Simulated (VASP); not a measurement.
# CoSi (WC type) (P-6m2) in VASP: a series of runs

CoSi (WC type) is run at these levels: PBE; tasks: relaxation of cell and atoms.

Program: VASP 6.6.1. These are calculated values, not measurements. Logs are shortened: lines on timing, memory, paths and dates and some standing lists are left out, and cuts for length are marked.

### 1 The cell of the first run

The structure is hexagonal, space group P-6m2 (No. 187). Conventional cell: a = 2.736 Å, b = 2.736 Å, c = 3.489 Å, α = 90.00°, β = 90.00°, γ = 120.00°. Within 3.1 Å of Co (site symmetry -6m2) lie 6 Si at 2.35 Å and 6 Co at 2.74 Å. Si (site symmetry -6m2) has 6 Co at 2.35 Å and 6 Si at 2.74 Å within 3.1 Å.

### 2 Relaxation of cell and atoms, PBE, target pressure -0.00054 GPa, at which the enthalpy is minimised

The input, INCAR:

```
SYSTEM = CoSi
PREC = Accurate ; ENCUT = 600
EDIFF = 1E-6 ; ISMEAR = -1
SIGMA = 0.05 ; LREAL = .FALSE.
LASPH = .TRUE. ; NELM = 60
ALGO = Normal ; ISIF = 3
LWAVE = .FALSE. ; LCHARG = .FALSE.
GGA = PE ; IBRION = 2
NSW = 32 ; EDIFFG = -0.005
PSTRESS = -0.0054
```

The input, KPOINTS:

```
Automatic mesh
0
G
  15 15 13
  0 0 0
```

The input, POSCAR:

```
CoSi
1.0
    2.7360355789      0.0000000000      0.0000000000
   -1.3680177895      2.3694763170      0.0000000000
    0.0000000000      0.0000000000      3.4890271678
Co Si
1 1
Direct
    0.0000000000      0.0000000000      0.0000000000
    0.3333333333      0.6666666667      0.5000000000
```

Potentials or basis: VASP PAW PBE potentials, release 64 (Co, Si).

Run with:

```sh
$ cat potpaw_PBE.64/Co/POTCAR potpaw_PBE.64/Si/POTCAR > POTCAR
$ mpirun -np 1 vasp_std > vasp.out
```

OUTCAR:

```text
SYSTEM = CoSi
   PREC = Accurate
   ENCUT = 600
   EDIFF = 1E-6
   ISMEAR = -1
   LREAL = .FALSE.
   LASPH = .TRUE.
   NELM = 60
   ISIF = 3
   GGA = PE
   IBRION = 2
   NSW = 32
   EDIFFG = -0.005
   PSTRESS = -0.0054

 ion  position               nearest neighbor table
   1  0.000  0.000  0.000-   2 2.35   2 2.35   2 2.35   2 2.35   2 2.35   2 2.35
   2  0.333  0.667  0.500-   1 2.35   1 2.35   1 2.35   1 2.35   1 2.35   1 2.35

  LATTYP: Found a hexagonal cell.
 ALAT       =     2.7360355789
 C/A-ratio  =     1.2752126452

  Lattice vectors:

 A1 = (   2.7360355789,   0.0000000000,   0.0000000000)
 A2 = (  -1.3680177895,   2.3694763170,   0.0000000000)
 A3 = (   0.0000000000,   0.0000000000,   3.4890271678)

Analysis of symmetry for initial positions (statically):
=====================================================================
 Subroutine PRICEL returns:
 Original cell was already a primitive cell.

 Routine SETGRP: Setting up the symmetry group for a
 hexagonal supercell.

 Subroutine GETGRP returns: Found 12 space group operations
 (whereof 12 operations were pure point group operations)
 out of a pool of 24 trial point group operations.

The static configuration has the point symmetry D_3h.

Analysis of symmetry for dynamics (positions and initial velocities):
=====================================================================
 Subroutine PRICEL returns:
 Original cell was already a primitive cell.

 Routine SETGRP: Setting up the symmetry group for a
 hexagonal supercell.

 Subroutine GETGRP returns: Found 12 space group operations
 (whereof 12 operations were pure point group operations)
 out of a pool of 24 trial point group operations.

The dynamic configuration has the point symmetry D_3h.

 Subroutine INISYM returns: Found 12 space group operations
 (whereof 12 operations are pure point group operations),
 and found     1 'primitive' translations

----------------------------------------------------------------------------------------

                                     Primitive cell

  volume of cell :      22.6193

  direct lattice vectors                    reciprocal lattice vectors
     2.736035579  0.000000000  0.000000000     0.365492323  0.211017091  0.000000000
    -1.368017790  2.369476317  0.000000000     0.000000000  0.422034182  0.000000000
     0.000000000  0.000000000  3.489027168     0.000000000  0.000000000  0.286612844

  length of vectors
     2.736035579  2.736035579  3.489027168     0.422034182  0.422034182  0.286612844

  position of ions in fractional coordinates (direct lattice)
     0.000000000  0.000000000  0.000000000
     0.333333333  0.666666667  0.500000000

  ion indices of the primitive-cell ions
   primitive index   ion index
                 1           1
                 2           2

----------------------------------------------------------------------------------------

 KPOINTS: Automatic mesh

Automatic generation of k-mesh.
 Grid dimensions read from file:
 generate k-points for:   15   15   13

 Generating k-lattice:

  Cartesian coordinates                     Fractional coordinates (reciprocal lattice)
     0.024366155  0.014067806  0.000000000     0.066666667 -0.000000000  0.000000000
     0.000000000  0.028135612  0.000000000     0.000000000  0.066666667  0.000000000
     0.000000000  0.000000000  0.022047142     0.000000000  0.000000000  0.076923077

  Length of vectors
     0.028135612  0.028135612  0.022047142
[... 55 lines left out ...]
   LREAL  =      F    real-space projection
   EDIFFG = -.5E-02   stopping-criterion for IOM
   NSW    =     32    number of steps for IOM
   IBRION =      2    ionic relax: 0-MD 1-quasi-New 2-CG
   NFREE  =      1    steps in history (QN), initial steepest desc. (CG)
   ISIF   =      3    stress and relaxation
   ISYM   =      2    0-nonsym 1-usesym 2-fastsym
   POTIM  = 0.5000    time-step for ionic-motion
   TEBEG  =    0.0;   TEEND  =   0.0 temperature during run
   PSTRESS=   -0.0 pullay stress
   NELECT =      13.0000    total number of electrons
   NUPDOWN=      -1.0000    fix difference up-down
   EMIN   =  10.00;   EMAX   =-10.00  energy-range for DOS
   EFERMI =   0.00;   METHOD = LEGACY
   ISMEAR =    -1;   SIGMA  =   0.05  broadening in eV -4-tet -1-fermi 0-gaus
   EFERMI_NEDOS =   21; number of points for ismear=-14 and -15
   IALGO  =     38    algorithm
   IMIX   =      4    mixing-type and parameters
     AMIX     =   0.40;   BMIX     =  1.00
     AMIX_MAG =   1.60;   BMIX_MAG =  1.00
  volume/ion in A,a.u.               =      11.31        76.32
  Fermi-wavevector in a.u.,A,eV,Ry     =   1.361120  2.572144 25.206807  1.852648
  Thomas-Fermi vector in A             =   2.487724
   LORBIT       =      0    0 simple, 1 ext, 2 COOP (PROOUT), +10 PAW based schemes
   GGA     = PE    functional components
   LHFCALC =     F    Hartree Fock is set to
   AEXX    =    0.0000 exact exchange contribution
   IVDW    =     0    specifies the selected vdW correction
   LEPSILON=     F    determine dielectric tensor
   LRPA    =     F    only Hartree local field effects (RPA)
 conjugate gradient relaxation of ions
 non-spin polarized calculation
  energy-cutoff  :      600.00
  volume of cell :       22.62
 maximum number of plane-waves:       800
 NGX is ok and might be reduce to    24
   NGX = 11   NGY = 11   NGZ = 13

--------------------------------------- Ionic step        1  -------------------------------------------

 number of electron      13.0000000 magnetization

 Free energy of the ion-electron system (eV)
  ---------------------------------------------------
  ext. energy  EPLUGINS =         0.00000000
  ---------------------------------------------------
  free energy    TOTEN  =       -13.22560298 eV

  energy without entropy =      -13.21376884  energy(sigma->0) =      -13.21968591

------------------------ aborting loop because EDIFF is reached ----------------------------------------

  FORCE on cell =-STRESS in cart. coord.  units (eV):
  Direction    XX          YY          ZZ          XY          YZ          ZX
  --------------------------------------------------------------------------------------
  -------------------------------------------------------------------------------------
  Total       -0.0060413     -0.0060413     -0.0149254      0.0000000     -0.0000000     -0.0000000
  in kB       -0.4279213     -0.4279213     -1.0572039      0.0000000     -0.0000000     -0.0000000
  external PRESSURE =      -0.6322821 kB  Pullay stress =      -0.0054000 kB

 VOLUME and BASIS-vectors are now :
 -----------------------------------------------------------------------------
  energy-cutoff  :      600.00
  volume of cell :       22.62
      direct lattice vectors                 reciprocal lattice vectors
     2.736035579  0.000000000  0.000000000     0.365492323  0.211017091  0.000000000
    -1.368017790  2.369476317  0.000000000     0.000000000  0.422034182  0.000000000
     0.000000000  0.000000000  3.489027168     0.000000000  0.000000000  0.286612844

 POSITION                                       TOTAL-FORCE (eV/Angst)
 -----------------------------------------------------------------------------------
      0.00000      0.00000      0.00000        -0.000000      0.000000      0.000000
     -0.00000      1.57965      1.74451         0.000000      0.000000      0.000000
 -----------------------------------------------------------------------------------
    total drift:                                0.000000     -0.000000      0.000000

  FREE ENERGIE OF THE ION-ELECTRON SYSTEM (eV)
  ---------------------------------------------------
  free  energy   TOTEN  =       -13.2256029811 eV

  energy  without entropy=      -13.2137688366  energy(sigma->0) =      -13.21968591

  enthalpy is  TOTEN    =       -13.2256792173 eV   P V=       -0.0000762363

--------------------------------------- Ionic step        2  -------------------------------------------

 number of electron      13.0000000 magnetization

 Free energy of the ion-electron system (eV)
  ---------------------------------------------------
  ext. energy  EPLUGINS =         0.00000000
  ---------------------------------------------------
  free energy    TOTEN  =       -13.22560718 eV

  energy without entropy =      -13.21379932  energy(sigma->0) =      -13.21970325

 E-fermi :  11.7108     XC(G=0): -12.6588

 val. band max:       11.7061590511   @ k =   0.2667   0.1333   0.2308
 cond. band min:      11.7109098385   @ k =   0.4667   0.0667   0.4615
 fundamental gap:      0.0047507874
 Fermi energy:        11.7108217083

 k-point     1 :       0.0000    0.0000    0.0000
  band No.  band energies     occupation
      1      -1.9710      2.00000
      2       7.7321      2.00000
      3       9.3580      2.00000
      4       9.9529      2.00000
      5       9.9529      2.00000
      6      10.5273      2.00000
      7      10.5273      2.00000
      8      15.8774      0.00000
      9      21.1541      0.00000
     10      21.1541      0.00000
[... 287 lines left out ...]
 k-point    24 :       0.4000    0.2000    0.0000
  band No.  band energies     occupation
      1       4.3898      2.00000
      2       5.1820      2.00000
      3       7.9571      2.00000
      4       8.2015      2.00000
      5       9.5153      2.00000
      6      11.3702      1.99780
      7      12.0854      0.00111
      8      12.6397      0.00000
      9      17.0607      0.00000
     10      19.4987      0.00000

 [... further k-points ...]
[... 5 lines left out ...]
  --------------------------------------------------------------------------------------
  -------------------------------------------------------------------------------------
  Total        0.0021863      0.0021863      0.0051138     -0.0000000      0.0000000      0.0000000
  in kB        0.1549590      0.1549590      0.3624598     -0.0000000      0.0000000      0.0000000
  external PRESSURE =       0.2295260 kB  Pullay stress =      -0.0054000 kB

 VOLUME and BASIS-vectors are now :
 -----------------------------------------------------------------------------
  energy-cutoff  :      600.00
  volume of cell :       22.60
      direct lattice vectors                 reciprocal lattice vectors
     2.735641902  0.000000000 -0.000000000     0.365544920  0.211047458  0.000000000
    -1.367820951  2.369135383  0.000000000    -0.000000000  0.422094916  0.000000000
     0.000000000 -0.000000000  3.487777461     0.000000000 -0.000000000  0.286715541

 POSITION                                       TOTAL-FORCE (eV/Angst)
 -----------------------------------------------------------------------------------
      2.73564      0.00000     -0.00000         0.000000     -0.000000      0.000000
     -0.00000      1.57942      1.74389        -0.000000      0.000000      0.000000
 -----------------------------------------------------------------------------------
    total drift:                                0.000000     -0.000000     -0.000000

  FREE ENERGIE OF THE ION-ELECTRON SYSTEM (eV)
  ---------------------------------------------------
  free  energy   TOTEN  =       -13.2256071759 eV

  energy  without entropy=      -13.2137993179  energy(sigma->0) =      -13.21970325

  enthalpy is  TOTEN    =       -13.2256833629 eV   P V=       -0.0000761870

 reached required accuracy - stopping structural energy minimisation
```

It took 2 min on 1 thread of AMD EPYC 7R13, shared host; peak memory 0.17 GiB.

Results:

```
Free energy                                                : -13.2256 eV
Relaxed volume                                             : 11.30 Å³/atom
Relaxed cell                                               : a = 2.736 Å, b = 2.736 Å, c = 3.488 Å, α = 90.00°, β = 90.00°, γ = 120.00°
Space group after relaxing (to 0.1 Å)                      : P-6m2 (No. 187)
Energy change on relaxing (the run minimises the enthalpy) : -0.0 meV/atom
Ionic steps                                                : 2
Pressure after relaxing                                    : 0.0 GPa
Band gap on the k mesh                                     : zero (an odd number of electrons rules out a gap without spin polarisation)
```

Final structure:
```xyz
2
Lattice="2.7356 0.0000 0.0000 -1.3678 2.3691 0.0000 0.0000 0.0000 3.4878" Properties=species:S:1:pos:R:3 pbc="T T T"
Co    2.7356    0.0000    0.0000
Si    0.0000    1.5794    1.7439
```

Levels at points of the mesh, in eV from the Fermi level:
```tsv
k point	band 5	band 6	band 7	band 8	band 9	band 10
(0.00, 0.00, 0.00)	-1.76	-1.18	-1.18	4.17	9.44	9.44
```

Caveat: the cell is relaxed towards a set pressure, so the run minimises the enthalpy, not the energy; the run has no spin polarisation, though such a crystal can be magnetic. Spin polarisation is off, so any magnetic state and its effect on volume and gap are missing.

### 3 Relaxation of cell and atoms, PBE, target pressure -0.00054 GPa, at which the enthalpy is minimised

This run uses another cell than the first one, of 12.67 Å³/atom.

The input, INCAR:

```
  PREC = Accurate
  ENCUT = 600
  EDIFF = 1E-6
  ISMEAR = -1
  SIGMA = 0.05
  LREAL = False
  LASPH = True
  NELM = 100
  ALGO = Normal
  ISIF = 3
  LWAVE = False
  LCHARG = False
  GGA = PE
  IBRION = 2
  NSW = 60
  EDIFFG = -0.005
  PSTRESS = -0.0054
```

The input, KPOINTS:

```
regular mesh
0
Gamma
  15 15 13
```

The input, POSCAR:

```
CoSi
1.0
    3.1023716953      0.0000000000      0.0000000000
   -1.5511858477      2.6867327001      0.0000000000
    0.0000000000      0.0000000000      3.0403242614
Co Si
1 1
Direct
    0.0000000000      0.0000000000      0.0000000000
    0.3333333333      0.6666666667      0.5000000000
```

Potentials or basis: VASP PAW PBE potentials, release 64 (Co, Si).

Run with:

```sh
$ cat potpaw_PBE.64/Co/POTCAR potpaw_PBE.64/Si/POTCAR > POTCAR
$ mpirun -np 1 vasp_std > vasp.out
```

It took 26 min on 1 thread of AMD EPYC 7R13, shared host; peak memory 0.2 GiB.

The run converged. Its results:

```yaml
Free_energy: -13.2611 eV
Relaxed_volume: 12.49 Å³/atom
Relaxed_cell: a = 3.364 Å, b = 3.364 Å, c = 2.549 Å, α = 90.00°, β = 90.00°, γ = 120.00°
Space_group_after_relaxing_to_0.1_Å: P-6m2 (No. 187)
Energy_change_on_relaxing_the_run_minimises_the_enthalpy: -142.2 meV/atom
Ionic_steps: 35
Pressure_after_relaxing: 0.0 GPa
Band_gap_on_the_k_mesh: zero (an odd number of electrons rules out a gap without spin polarisation)
```

Step by step:
```csv
step,energy change (eV),largest force (eV/Å),pressure (GPa),volume (Å³)
1,0.0000,0.0000,-7.71,25.34
2,-0.0049,0.0000,8.66,23.17
3,-0.0311,0.0000,-0.01,24.16
4,-0.0311,0.0000,0.21,24.14
5,-0.0313,0.0000,0.19,24.15
6,-0.0327,0.0000,0.38,24.17
7,-0.0382,0.0000,0.50,24.22
8,-0.0602,0.0000,0.76,24.29
9,-0.1464,0.0000,1.27,24.38
10,-0.2706,0.0000,5.57,24.34
11,-0.2753,0.0000,4.09,24.37
12,-0.2757,0.0000,4.73,24.36
13,-0.2757,0.0000,4.70,24.36
14,-0.2758,0.0000,4.68,24.37
15,-0.2760,0.0000,4.66,24.39
16,-0.2760,0.0000,4.65,24.39
17,-0.2761,0.0000,4.64,24.40
18,-0.2765,0.0000,4.52,24.41
19,-0.2772,0.0000,4.31,24.44
20,-0.2786,0.0000,3.92,24.49
21,-0.2808,0.0000,3.01,24.59
22,-0.2837,0.0000,1.29,24.80
23,-0.2829,0.0000,-1.87,25.22
24,-0.2844,0.0000,0.11,24.97
25,-0.2844,0.0000,-0.04,24.98
26,-0.2844,0.0000,-0.08,24.98
27,-0.2844,0.0000,-0.03,24.98
28,-0.2844,0.0000,0.06,24.97
29,-0.2844,0.0000,-0.19,24.97
30,-0.2844,0.0000,0.14,24.97
31,-0.2844,0.0000,0.08,24.98
32,-0.2844,0.0000,-0.07,24.99
33,-0.2844,0.0000,-0.07,24.99
34,-0.2844,0.0000,-0.04,24.98
35,-0.2844,0.0000,-0.02,24.98
```

Final structure:
```xyz
2
Lattice="3.3639 0.0000 0.0000 -1.6820 2.9132 0.0000 0.0000 0.0000 2.5492" Properties=species:S:1:pos:R:3 pbc="T T T"
Co    0.0000    0.0000    0.0000
Si    0.0000    1.9421    1.2746
```

Levels at points of the mesh, in eV from the Fermi level:
```
           k point  band 2  band 3  band 4  band 5  band 6  band 7  band 8  band 9  band 10
(0.00, 0.00, 0.00)   -3.18   -3.02   -3.02   -0.82   -0.82    3.90    3.90    6.00     8.09
```

Caveat: the cell is relaxed towards a set pressure, so the run minimises the enthalpy, not the energy; a cell axis changed by over 15 % at a fixed basis, so the end point is rough; the run has no spin polarisation, though such a crystal can be magnetic. Spin polarisation is off, so any magnetic state and its effect on volume and gap are missing.
